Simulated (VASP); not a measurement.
Zr2B:

```
Zr B
1.0
     0.00000    2.93524    2.93524
     2.93524    0.00000    2.93524
     2.93524    2.93524    0.00000
Zr B
2 1
Direct
  0.25000 0.25000 0.25000
  0.75000 0.75000 0.75000
  0.00000 0.00000 0.00000
```

| Quantity | Value |
| --- | --- |
| Program | VASP 6.6.1 |
| Task | relaxation of cell and atoms |
| Functional | PBE |
| Potentials or basis | VASP PAW PBE potentials, release 64 (Zr_sv, B) |
| Cutoff | 600 eV |
| k mesh | 14 × 14 × 14 |
| Occupations | gaussian, width 0.1 eV |
| Spin | no spin polarisation |

At the start: pressure 4.0 GPa; volume 16.86 Å³/atom.

How do energy, volume and symmetry change on relaxing?

Over 3 steps the energy falls by 6.3 meV/atom and the volume is 17.37 Å³/atom (+3.1 %); space group Fm-3m (No. 225, to 0.05 Å).

The path:
| step | energy change (eV) | largest force (eV/Å) | pressure (GPa) | volume (Å³) |
| --- | --- | --- | --- | --- |
| 1 | 0.0000 | 0.0000 | 4.03 | 50.58 |
| 2 | 0.0004 | 0.0000 | -3.72 | 53.74 |
| 3 | -0.0189 | 0.0000 | -0.03 | 52.12 |

Final structure:
```
Zr B
1.0
     0.00000    2.96484    2.96484
     2.96484    0.00000    2.96484
     2.96484    2.96484    0.00000
Zr B
2 1
Direct
  0.25000 0.25000 0.25000
  0.75000 0.75000 0.75000
  0.00000 0.00000 0.00000
```
